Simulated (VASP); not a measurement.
Runs of VASP 6.6.1 on Eu. The structure is that of space group Im-3m (No. 229), or close to it. The cells are those of the table. 

```tsv
level	spin	U	k mesh	smearing	k mesh for the DOS	occupations for the DOS	gap on the mesh (eV)	pressure (GPa)	moment (μB)
PBEsol+U	collinear, ferromagnetic start	Eu f U = 8.0 eV	8 × 8 × 8	fermi-dirac 0.05 eV	12 × 12 × 12	tetrahedron	-	-	(b)
PBEsol+U	collinear, ferromagnetic start	Eu f U = 2.0 eV	8 × 8 × 8	fermi-dirac 0.05 eV	-	-	none	-2.1	7.36
PBEsol	non-collinear, typed start, SOC	-	6 × 6 × 6	fermi-dirac 0.05 eV	-	-	-	-2.8	7.43
revPBE+U	collinear, ferromagnetic start	Eu f U = 6.0 eV	8 × 8 × 8	methfessel-paxton 0.025 eV	12 × 12 × 12	tetrahedron	-	-	(a)
r2SCAN	non-collinear, typed start, SOC	-	8 × 8 × 8	fermi-dirac 0.05 eV	-	-	-	-1.7	7.70
LDA	collinear, ferromagnetic start	-	8 × 8 × 8	fermi-dirac 0.05 eV	-	-	none	-3.9	7.24
PBEsol	collinear, ferromagnetic start	-	6 × 6 × 6	fermi-dirac 0.05 eV	-	-	none	-2.8	7.48
```

Alike in all rows: task single point; potentials or basis VASP PAW PBE potentials, release 64 (Eu); cell a = 3.989 Å, angles 109.5°, 1 atom; cutoff (eV) 520.

Task: Estimate the missing entries.

Result: (a) 7.41; (b) 7.32.

Caveats: the PAW data sets were made with another functional, which shifts forces and pressure a little; spin-orbit coupling is left out, which moves the levels of the heavy elements (at least some runs); semilocal functionals describe open f shells poorly, which spoils levels, moments and volumes (at least some runs); the cell stands under tension (at least some runs).

A k mesh can miss the band edges, and rows without SOC leave out spin-orbit coupling on Eu.

A gap of «none» marks levels without a gap at the run's occupations.
